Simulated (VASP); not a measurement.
# Si8Ni in VASP: single point with LDA

Aim: the single point of Si8Ni with LDA.

Everything below comes from runs of VASP 6.6.1. Logs are shortened: lines on timing, memory, paths and dates and some standing lists are left out, and cuts for length are marked.

## Step 1: The cell of the first run

The cell holds a slab with vacuum, 9 atoms: a = 3.802 Å, b = 3.802 Å, c = 25.635 Å, α = 90.00°, β = 90.00°, γ = 120.00°.

## Step 2: Single point, LDA, collinear spin, ferromagnetic start

INCAR

```
SYSTEM = Si8Ni
  PREC = Accurate
  ENCUT = 520
  EDIFF = 1E-6
  ISMEAR = 0
  SIGMA = 0.05
  LREAL = .False.
  LASPH = .True.
  NELM = 150
  ALGO = Normal
  ISIF = 2
  LWAVE = .False.
  LCHARG = .False.
  ISPIN = 2
  MAGMOM = 0 0 0 0 0 0 0 0 2
  LORBIT = 11
  LMAXMIX = 4
  LDIPOL = .True.
  IDIPOL = 3
  DIPOL = 0.5 0.5 0.387
  NBANDS = 35
```

KPOINTS

```
regular mesh
0
Gamma
  9 9 1
  0 0 0
```

POSCAR

```
Si8Ni
1.0
    3.8016851345      0.0000000000      0.0000000000
   -1.9008425673      3.2923559037      0.0000000000
    0.0000000000      0.0000000000     25.6354948334
Si Ni
8 1
Direct
    0.6666666667      0.3333333333      0.1560336567
    0.3333333333      0.6666666667      0.1869606510
    0.3333333333      0.6666666667      0.2786896445
    0.6666666667      0.3333333333      0.3096166388
    0.6666666667      0.3333333333      0.4011952077
    0.3333333333      0.6666666667      0.4316455898
    0.3333333333      0.6666666667      0.5236641088
    0.6666666667      0.3333333333      0.5551571673
    0.6666666667      0.3333333333      0.6375629656
```

Potentials or basis: VASP PAW LDA potentials, release 64 (Si, Ni).

Run with:

```sh
> cat potpaw_LDA.64/Si/POTCAR potpaw_LDA.64/Ni/POTCAR > POTCAR
> mpirun -np 1 vasp_std > vasp.out
```

OUTCAR:

```text
SYSTEM = Si8Ni
   PREC = Accurate
   ENCUT = 520
   EDIFF = 1E-6
   ISMEAR = 0
   LREAL = .False.
   LASPH = .True.
   NELM = 150
   ISIF = 2
   ISPIN = 2
   LORBIT = 11

 ion  position               nearest neighbor table
   1  0.667  0.333  0.156-   2 2.33   2 2.33   2 2.33
   2  0.333  0.667  0.187-   1 2.33   1 2.33   1 2.33   3 2.35
   3  0.333  0.667  0.279-   4 2.33   4 2.33   4 2.33   2 2.35
   4  0.667  0.333  0.310-   3 2.33   3 2.33   3 2.33   5 2.35
   5  0.667  0.333  0.401-   6 2.33   6 2.33   6 2.33   4 2.35
   6  0.333  0.667  0.432-   5 2.33   5 2.33   5 2.33   7 2.36
   7  0.333  0.667  0.524-   8 2.34   8 2.34   8 2.34   6 2.36
   8  0.667  0.333  0.555-   9 2.11   7 2.34   7 2.34   7 2.34
   9  0.667  0.333  0.638-   8 2.11

  LATTYP: Found a hexagonal cell.
 ALAT       =     3.8016851345
 C/A-ratio  =     6.7431925387

  Lattice vectors:

 A1 = (   3.8016851345,   0.0000000000,   0.0000000000)
 A2 = (  -1.9008425673,   3.2923559037,   0.0000000000)
 A3 = (   0.0000000000,   0.0000000000,  25.6354948334)

Analysis of symmetry for initial positions (statically):
=====================================================================
 Subroutine PRICEL returns:
 Original cell was already a primitive cell.

 Routine SETGRP: Setting up the symmetry group for a
 hexagonal supercell.

 Subroutine GETGRP returns: Found  6 space group operations
 (whereof  6 operations were pure point group operations)
 out of a pool of 24 trial point group operations.

The static configuration has the point symmetry C_3v.

Analysis of symmetry for dynamics (positions and initial velocities):
=====================================================================
 Subroutine PRICEL returns:
 Original cell was already a primitive cell.

 Routine SETGRP: Setting up the symmetry group for a
 hexagonal supercell.

 Subroutine GETGRP returns: Found  6 space group operations
 (whereof  6 operations were pure point group operations)
 out of a pool of 24 trial point group operations.

The dynamic configuration has the point symmetry C_3v.

Analysis of structural, dynamic, and magnetic symmetry:
=====================================================================
 Subroutine PRICEL returns:
 Original cell was already a primitive cell.

 Routine SETGRP: Setting up the symmetry group for a
 hexagonal supercell.

 Subroutine GETGRP returns: Found  6 space group operations
 (whereof  6 operations were pure point group operations)
 out of a pool of 24 trial point group operations.

The overall configuration has the point symmetry C_3v.

 Subroutine INISYM returns: Found  6 space group operations
 (whereof  6 operations are pure point group operations),
 and found     1 'primitive' translations

----------------------------------------------------------------------------------------

                                     Primitive cell

  volume of cell :     320.8667

  direct lattice vectors                    reciprocal lattice vectors
     3.801685135  0.000000000  0.000000000     0.263041247  0.151866935  0.000000000
    -1.900842567  3.292355904  0.000000000     0.000000000  0.303733870  0.000000000
     0.000000000  0.000000000 25.635494833     0.000000000  0.000000000  0.039008414

  length of vectors
     3.801685135  3.801685135 25.635494833     0.303733870  0.303733870  0.039008414

  position of ions in fractional coordinates (direct lattice)
     0.666666667  0.333333333  0.156033657
     0.333333333  0.666666667  0.186960651
     0.333333333  0.666666667  0.278689644
     0.666666667  0.333333333  0.309616639
     0.666666667  0.333333333  0.401195208
     0.333333333  0.666666667  0.431645590
     0.333333333  0.666666667  0.523664109
     0.666666667  0.333333333  0.555157167
     0.666666667  0.333333333  0.637562966

  ion indices of the primitive-cell ions
   primitive index   ion index
                 1           1
                 2           2
                 3           3
                 4           4
                 5           5
                 6           6
                 7           7
                 8           8
                 9           9

----------------------------------------------------------------------------------------

 KPOINTS: regular mesh

Automatic generation of k-mesh.
 Grid dimensions read from file:
 generate k-points for:    9    9    1

 Generating k-lattice:

  Cartesian coordinates                     Fractional coordinates (reciprocal lattice)
     0.029226805  0.016874104  0.000000000     0.111111111 -0.000000000  0.000000000
     0.000000000  0.033748208  0.000000000     0.000000000  0.111111111  0.000000000
     0.000000000  0.000000000  0.039008414     0.000000000  0.000000000  1.000000000

  Length of vectors
     0.033748208  0.033748208  0.039008414

  Shift w.r.t. Gamma in fractional coordinates (k-lattice)
     0.000000000  0.000000000  0.000000000

 Subroutine IBZKPT returns following result:
 ===========================================

 Found     12 irreducible k-points:

 Following reciprocal coordinates:
            Coordinates               Weight
  0.000000  0.000000  0.000000      1.000000
  0.111111  0.000000  0.000000      6.000000
  0.222222  0.000000  0.000000      6.000000
  0.333333  0.000000  0.000000      6.000000
  0.444444  0.000000  0.000000      6.000000
  0.111111  0.111111  0.000000      6.000000
  0.222222  0.111111  0.000000     12.000000
  0.333333  0.111111  0.000000     12.000000
  0.444444  0.111111  0.000000      6.000000
  0.222222  0.222222  0.000000      6.000000
  0.333333  0.222222  0.000000     12.000000
  0.333333  0.333333  0.000000      2.000000
   k-points           NKPTS =     12   k-points in BZ     NKDIM =     12   number of bands    NBANDS=     35
   number of dos      NEDOS =    301   number of ions     NIONS =      9
   total plane-waves  NPLWV = 150528
   dimension x,y,z NGX =    28 NGY =   28 NGZ =  192
   dimension x,y,z NGXF=    56 NGYF=   56 NGZF=  384
   ions per type =               8   1
   NGX,Y,Z   is equivalent  to a cutoff of  12.24, 12.24, 12.45 a.u.
   NGXF,Y,Z  is equivalent  to a cutoff of  24.49, 24.49, 24.90 a.u.
 SYSTEM =  Si8Ni
   PREC   = accura    normal or accurate (medium, high low for compatibility)
   ISTART =      0    job   : 0-new  1-cont  2-samecut
   ICHARG =      2    charge: 1-file 2-atom 10-const
   ISPIN  =      2    spin polarized calculation?
   LNONCOLLINEAR =      F non collinear calculations
   LSORBIT =      F    spin-orbit coupling
   LASPH  =      T    aspherical Exc in radial PAW
   ENCUT  =  520.0 eV  38.22 Ry    6.18 a.u.   7.07  7.07 47.67*2*pi/ulx,y,z
   NELM   =    150;   NELMIN=  2; NELMDL= -5     # of ELM steps
   EDIFF  = 0.1E-05   stopping-criterion for ELM
   LREAL  =      F    real-space projection
   EDIFFG = 0.1E-04   stopping-criterion for IOM
   NSW    =      0    number of steps for IOM
   IBRION =     -1    ionic relax: 0-MD 1-quasi-New 2-CG
   NFREE  =      0    steps in history (QN), initial steepest desc. (CG)
   ISIF   =      2    stress and relaxation
   ISYM   =      2    0-nonsym 1-usesym 2-fastsym
   POTIM  = 0.5000    time-step for ionic-motion
   TEBEG  =    0.0;   TEEND  =   0.0 temperature during run
   PSTRESS=    0.0 pullay stress
   NELECT =      42.0000    total number of electrons
   NUPDOWN=      -1.0000    fix difference up-down
   EMIN   =  10.00;   EMAX   =-10.00  energy-range for DOS
   EFERMI =   0.00;   METHOD = LEGACY
   ISMEAR =     0;   SIGMA  =   0.05  broadening in eV -4-tet -1-fermi 0-gaus
   EFERMI_NEDOS =   21; number of points for ismear=-14 and -15
   IALGO  =     38    algorithm
   IMIX   =      4    mixing-type and parameters
     AMIX     =   0.40;   BMIX     =  1.00
     AMIX_MAG =   1.60;   BMIX_MAG =  1.00
  volume/ion in A,a.u.               =      35.65       240.59
  Fermi-wavevector in a.u.,A,eV,Ry     =   0.831221  1.570779  9.400646  0.690928
  Thomas-Fermi vector in A             =   1.944071
   LORBIT       =     11    0 simple, 1 ext, 2 COOP (PROOUT), +10 PAW based schemes
   GGA     = CA    functional components
   LHFCALC =     F    Hartree Fock is set to
   AEXX    =    0.0000 exact exchange contribution
   IVDW    =     0    specifies the selected vdW correction
   LEPSILON=     F    determine dielectric tensor
   LRPA    =     F    only Hartree local field effects (RPA)
 spin polarized calculation
 Gauss-broadening in eV      SIGMA  =   0.05
  energy-cutoff  :      520.00
  volume of cell :      320.87
 maximum number of plane-waves:      8681
   NGX = 15   NGY = 15   NGZ = 95

 dipolmoment           0.000000      0.000000      0.000846 electrons x Angstroem

 number of electron      42.0000000 magnetization       0.0307909

 number of electron      42.0000000 magnetization      -0.0352712

 dipolmoment           0.000000      0.000000     -0.058332 electrons x Angstroem

 Free energy of the ion-electron system (eV)
  ---------------------------------------------------
  ext. energy  EPLUGINS =         0.00000000
  ---------------------------------------------------
  free energy    TOTEN  =       -49.28620277 eV

  energy without entropy =      -49.27841837  energy(sigma->0) =      -49.28231057

 E-fermi :   1.0197     XC(G=0):  -6.0150

 val. band max:        1.0189335061   @ k =   0.4444   0.1111   0.0000
 cond. band min:       1.0434793744   @ k =   0.4444   0.1111   0.0000
 fundamental gap:      0.0245458682
 Fermi energy:         1.0196593689

 spin component 1

 k-point     1 :       0.0000    0.0000    0.0000
  band No.  band energies     occupation
      1     -10.8424      1.00000
      2     -10.2509      1.00000
      3      -9.5081      1.00000
      4      -8.8897      1.00000
      5      -5.3651      1.00000
      6      -3.9300      1.00000
[... 25 lines left out ...]
     32       4.9058      0.00000
     33       4.9058      0.00000
[... 364 lines left out ...]
      2      -7.6509      1.00000
      3      -7.4386      1.00000
      4      -6.4518      1.00000
      5      -6.1706      1.00000
      6      -5.8200      1.00000
[... 25 lines left out ...]
     32       6.8892      0.00000
     33       7.0949      0.00000
 Fermi energy:         1.0196593689

 spin component 2

 k-point     1 :       0.0000    0.0000    0.0000
  band No.  band energies     occupation
      1     -10.8891      1.00000
      2     -10.3143      1.00000
      3      -9.5783      1.00000
      4      -8.9448      1.00000
      5      -5.4329      1.00000
      6      -4.0211      1.00000
[... 25 lines left out ...]
     32       4.8442      0.00000
     33       4.8442      0.00000
[... 364 lines left out ...]
      2      -7.7359      1.00000
      3      -7.4662      1.00000
      4      -6.5151      1.00000
      5      -6.3298      1.00000
      6      -5.8667      1.00000
[... 25 lines left out ...]
     32       6.7923      0.00000
     33       6.9887      0.00000
 [bands above 33 left out]

------------------------ aborting loop because EDIFF is reached ----------------------------------------

 vacuum level on the upper side and lower side of the slab       (xc-potential included)        -0.420         0.406

  FORCE on cell =-STRESS in cart. coord.  units (eV):
  Direction    XX          YY          ZZ          XY          YZ          ZX
  --------------------------------------------------------------------------------------
  -------------------------------------------------------------------------------------
  Total       -2.0506076     -2.0506076      0.2575599      0.0000000      0.0000000      0.0000000
  in kB      -10.2392590    -10.2392590      1.2860688      0.0000000      0.0000000      0.0000000
  external PRESSURE =      -6.3974831 kB  Pullay stress =       0.0000000 kB

 VOLUME and BASIS-vectors are now :
 -----------------------------------------------------------------------------
  energy-cutoff  :      520.00
  volume of cell :      320.87
      direct lattice vectors                 reciprocal lattice vectors
     3.801685135  0.000000000  0.000000000     0.263041247  0.151866935  0.000000000
    -1.900842567  3.292355904  0.000000000     0.000000000  0.303733870  0.000000000
     0.000000000  0.000000000 25.635494833     0.000000000  0.000000000  0.039008414

 POSITION                                       TOTAL-FORCE (eV/Angst)
 -----------------------------------------------------------------------------------
      1.90084      1.09745      4.00000         0.000000      0.000000      0.495567
     -0.00000      2.19490      4.79283        -0.000000     -0.000000     -0.666799
     -0.00000      2.19490      7.14435        -0.000000      0.000000      0.195267
      1.90084      1.09745      7.93718        -0.000000      0.000000     -0.099070
      1.90084      1.09745     10.28484        -0.000000      0.000000     -0.107247
     -0.00000      2.19490     11.06545        -0.000000      0.000000      0.190535
     -0.00000      2.19490     13.42439        -0.000000      0.000000     -0.005455
      1.90084      1.09745     14.23173         0.000000      0.000000     -0.033224
      1.90084      1.09745     16.34424         0.000000      0.000000      0.030426
 -----------------------------------------------------------------------------------
    total drift:                                0.000000      0.000000     -0.003013

  FREE ENERGIE OF THE ION-ELECTRON SYSTEM (eV)
  ---------------------------------------------------
  free  energy   TOTEN  =       -49.2862027696 eV

  energy  without entropy=      -49.2784183746  energy(sigma->0) =      -49.28231057

 vacuum level on the upper side and lower side of the slab         5.057         5.903

 total charge

# of ion       s       p       d       tot
------------------------------------------
    1        0.805   0.866   0.000   1.670
    2        0.764   0.941   0.000   1.705
    3        0.769   0.938   0.000   1.707
    4        0.763   0.953   0.000   1.716
    5        0.763   0.951   0.000   1.715
    6        0.765   0.951   0.000   1.716
    7        0.773   0.934   0.000   1.707
    8        0.777   0.929   0.000   1.707
    9        0.472   0.110   8.457   9.039
--------------------------------------------------
tot          6.651   7.573   8.457  22.681

 magnetization (x)

# of ion       s       p       d       tot
------------------------------------------
    1       -0.029  -0.150   0.000  -0.179
    2       -0.003  -0.019   0.000  -0.022
    3       -0.007  -0.033   0.000  -0.040
    4       -0.003  -0.012   0.000  -0.015
    5       -0.001  -0.005   0.000  -0.006
    6       -0.001  -0.004   0.000  -0.005
    7       -0.001  -0.000   0.000  -0.001
    8       -0.000   0.003   0.000   0.003
    9        0.038   0.000   0.649   0.687
--------------------------------------------------
tot         -0.006  -0.221   0.649   0.422
```

Wall time 7.4 min (1 thread of Intel Xeon 6975P-C (Granite Rapids), shared host); peak memory 0.46 GiB.

Results:

```yaml
Free_energy: -49.2862 eV
Largest_force: 0.667 eV/Å
Band_gap_on_the_k_mesh: zero (filled and empty bands overlap)
Net_moment: -0.04 μB per cell
Site_moments: Si -0.18, -0.02, -0.04, -0.01, -0.00, +0.00; Ni +0.69 μB
Valence_electrons_inside_the_program's_atomic_spheres: Si 1.67, 1.71, 1.72; Ni 9.04
```

Forces in eV/Å, atoms in the order of the input:
```
Si   0.000  0.000  0.496
Si   0.000  0.000 -0.667
Si   0.000  0.000  0.195
Si   0.000  0.000 -0.099
Si   0.000  0.000 -0.107
Si   0.000  0.000  0.191
Si   0.000  0.000 -0.005
Si   0.000  0.000 -0.033
Ni   0.000  0.000  0.030
```
